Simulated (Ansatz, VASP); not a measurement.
# Two plane-wave programs on MgO

INCAR

```
PREC     = Accurate       # precision mode
ENCUT    = 520            # plane-wave cutoff, eV
EDIFF    = 1E-6           # SCF threshold, eV
ISMEAR   = 0              # smearing method
SIGMA    = 0.05           # smearing width, eV
LREAL    = F              # projectors in reciprocal space
LASPH    = T              # aspherical terms in the spheres
NELM     = 80             # most SCF steps
ALGO     = Normal         # electronic algorithm
ISIF     = 2              # what is computed and relaxed
LWAVE    = F              # write WAVECAR
LCHARG   = F              # write CHGCAR
GGA      = PE             # functional
NBANDS   = 16             # bands
```

KPOINTS

```
regular mesh
0
Gamma
  9 9 6
```

POSCAR

```
MgO
1.0
    3.3805000000      0.0000000000      0.0000000000
   -1.6902500000      2.9275988775      0.0000000000
    0.0000000000      0.0000000000      4.0698000000
Mg O
2 2
Direct
    0.6666666667      0.3333333333      0.7500000000
    0.3333333333      0.6666666667      0.2500000000
    0.6666666667      0.3333333333      0.2500000000
    0.3333333333      0.6666666667      0.7500000000
```

Input for Ansatz:

```yaml
crystal:
  lattice:
    - [3.3805, 0.0, 0.0]
    - [-1.69025, 2.9275988775, 0.0]
    - [0.0, 0.0, 4.0698]
  atoms:
    - { symbol: Mg, position: [0.6666666667, 0.3333333333, 0.75] }
    - { symbol: Mg, position: [0.3333333333, 0.6666666667, 0.25] }
    - { symbol: O, position: [0.6666666667, 0.3333333333, 0.25] }
    - { symbol: O, position: [0.3333333333, 0.6666666667, 0.75] }
basis:
  ecutwfc: 520.0
kpoints:
  mp_grid: { grid: [9, 9, 6] }
hamiltonian:
  xc: pbe
  pseudopotentials: { kind: paw, azcp: { folder: soft_1 } }
scf:
  occupations: { method: gaussian, width: 0.05 }
output:
  forces: true
  stress: true
  eigenvalues: true
```

Alike in both runs: task single point; functional PBE; k mesh 9 × 9 × 6; occupations gaussian, width 0.05 eV; no spin polarisation.

|  | VASP | Ansatz |
| --- | --- | --- |
| version | VASP 6.6.1 | Ansatz 0.2.0 |
| potentials or method | VASP PAW PBE potentials, release 64 (Mg, O), cutoff 520 eV | scalar-relativistic, plane waves, PAW |
| valence electrons in the cell | 16 | 32 |

|  | VASP | Ansatz | Ansatz less VASP |
| --- | --- | --- | --- |
| gap on the k mesh at the Fermi level (eV) | 3.89 | 3.91 | +0.021 |
| least direct gap on the mesh (eV) | 3.89 | 3.91 | +0.021 |
| pressure (GPa) | 19.0 | 19.5 | +0.50 |
| traceless stress, the component that is largest in VASP (GPa) | 0.56 | 0.72 | +0.159 |

VASP's potentials hold 16 valence electrons a cell and Ansatz's 32, so a difference there can come from the potentials and not from the codes.
